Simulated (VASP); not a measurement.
A run of VASP 6.6.1 is set up as follows.

The input INCAR:

```
SYSTEM = Si16NO30
PREC = Accurate ; ENCUT = 520
EDIFF = 1E-6 ; ISMEAR = 0
SIGMA = 0.05 ; LREAL = Auto
LASPH = .TRUE. ; NELM = 200
ALGO = Normal ; ISIF = 2
LWAVE = .FALSE. ; LCHARG = .FALSE.
ISPIN = 2 ; MAGMOM = 0 0 0 0 0 0 0 0 0 0 0 0 0 0 0 0 0 0 0 0 0 0 0 0 0 0 0 0 0 0 0 0 0 0 0 0 0 0 0 0 0 0 0 0 0 0 1
LORBIT = 11 ; GGA = PE
NBANDS = 158 ; GGA_COMPAT = .FALSE.
```

KPOINTS

```
regular mesh
0
G
  1 1 2
  0 0 0
```

Contents of POSCAR:

```
Si16NO30
1.0
    0.1074490000      6.1453500000      6.1453170000
    0.1074490000     -6.1453500000      6.1453170000
    7.0500000000      0.0000000000      0.0000000000
Si O N
16 30 1
Direct
    0.1655655948      0.9087109506      0.6577201554
    0.3633799550      0.0751488525      0.1018079427
    0.3137223348      0.6102718346      0.8544780265
    0.1429348999      0.4237301359      0.3963955545
    0.3652494187      0.1805192884      0.5218054834
    0.5660284359      0.3956103877      0.7368971414
    0.1413038851      0.3162535509      0.9846028797
    0.9539106640      0.0907185915      0.7436246792
    0.6758502320      0.3983942261      0.1469414896
    0.8534852766      0.5807978948      0.5982850944
    0.8214531156      0.1046889888      0.3501179518
    0.6517203172      0.9153728982      0.8984278727
    0.8663996244      0.6753257469      0.0122210395
    0.0707331458      0.8880873778      0.2322986592
    0.6299876399      0.8218674336      0.4877491944
    0.4267564916      0.6170121234      0.2646201616
    0.7437244219      0.2481836927      0.2466085356
    0.5167724343      0.0081099911      0.0040356603
    0.0188017308      0.7376701050      0.1144978618
    0.4770116565      0.7709261872      0.3752810737
    0.5815664153      0.3517588549      0.9600252595
    0.4063110574      0.1556182541      0.2998185405
    0.9153889323      0.1611106232      0.5340577758
    0.0954474274      0.3303235408      0.2078535261
    0.3148785596      0.0205080794      0.6234963786
    0.2332096903      0.9429329130      0.1351347273
    0.1775521520      0.4863890083      0.9003685530
    0.2608425580      0.5632190002      0.3464348369
    0.2922995049      0.2070868310      0.9617980374
    0.2242927738      0.3028989096      0.5421129877
    0.4377568760      0.5316729818      0.7080509998
    0.2337828067      0.7638216774      0.7751926730
   -0.0048276506      0.4983103474      0.4953504445
    0.5178225165      0.2422962231      0.6247330904
    1.0016505821      0.2374025221      0.8717799766
    0.9051012752      0.6731607057      0.7860454373
    0.4093511157      0.6563320805      0.0412354215
    0.5864837408      0.8299988416      0.7125024808
    0.8226654090      0.5059914818      0.0916385390
    0.7331988141      0.4467798020      0.6593996755
    0.6837722276      0.9887067599      0.4114079006
    0.7937565823      0.0261303976      0.8344062216
    0.7688165546      0.6994142978      0.4531234460
    0.5551595715      0.4820106378      0.2918282924
    0.7184325777      0.7875574194      0.0474865741
    0.9424335054      0.0233314197      0.2041996647
    0.0776345196      0.8425675021      0.4656508117
```

Potentials or basis: VASP PAW PBE potentials, release 64 (Si, O, N).

Command:

```sh
$ cat potpaw_PBE.64/Si/POTCAR potpaw_PBE.64/O/POTCAR potpaw_PBE.64/N/POTCAR > POTCAR
$ mpirun -np 1 vasp_std > vasp.out
```

(1) Predict the band gap on the k mesh.

(2) Predict the net moment.

Results:

(1) 0.97 eV.

(2) 1.00 μB per cell.

Caveat: the k points lie up to 0.72 Å⁻¹ apart.
